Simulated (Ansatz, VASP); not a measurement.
# SrO: VASP beside Ansatz

The input INCAR:

```
PREC = Accurate ; ENCUT = 520
EDIFF = 1E-8 ; ISMEAR = -1
SIGMA = 0.02 ; LREAL = False
LASPH = True ; NELM = 60
ALGO = Normal ; ISIF = 2
LWAVE = False ; LCHARG = False
LEFG = True ; NBANDS = 15
```

KPOINTS

```
regular mesh
0
Gamma
  8 8 8
```

Contents of POSCAR:

```
SrO
1.0
    0.0000000000      2.5868190390      2.5868190390
    2.5868190390      0.0000000000      2.5868190390
    2.5868190390      2.5868190390      0.0000000000
Sr O
1 1
Direct
    0.0000000000      0.0000000000      0.0000000000
    0.5000000000      0.5000000000      0.5000000000
```

Input for Ansatz:

```yaml
crystal:
  lattice:
    - [0.0, 2.586819039, 2.586819039]
    - [2.586819039, 0.0, 2.586819039]
    - [2.586819039, 2.586819039, 0.0]
  atoms:
    - { symbol: Sr, position: [0.0, 0.0, 0.0] }
    - { symbol: O, position: [0.5, 0.5, 0.5] }
kpoints:
  mp_grid: { grid: [8, 8, 8] }
scf:
  occupations: { method: fermi_dirac, width: 0.02 }
hamiltonian:
  xc: lda
  pseudopotentials: { kind: all_electron, datasets: crystal }
output:
  forces: true
  stress: true
  eigenvalues: true
  efg: { contact_densities: true }
```

Change from the starting cell: volume scaled by 1.02, crystal datasets.

Alike in both runs: task electric field gradients; functional LDA; k mesh 8 × 8 × 8; occupations fermi-dirac, width 0.02 eV; no spin polarisation.

|  | VASP | Ansatz |
| --- | --- | --- |
| version | VASP 6.6.1 | Ansatz 0.2.0 |
| potentials or method | VASP PAW LDA potentials, release 64 (Sr_sv, O), cutoff 520 eV | all-electron PAW with datasets made for the crystal, scalar-relativistic |

```tsv
	VASP	Ansatz	Ansatz less VASP
gap on the k mesh at the Fermi level (eV)	3.11	3.17	+0.055
pressure (GPa)	-5.1	-5.8	-0.63
```

LDA's correlation is that of Perdew and Zunger in VASP and of Perdew and Wang (1992) in Ansatz. Ansatz ran all-electron here, and VASP with PAW potentials.
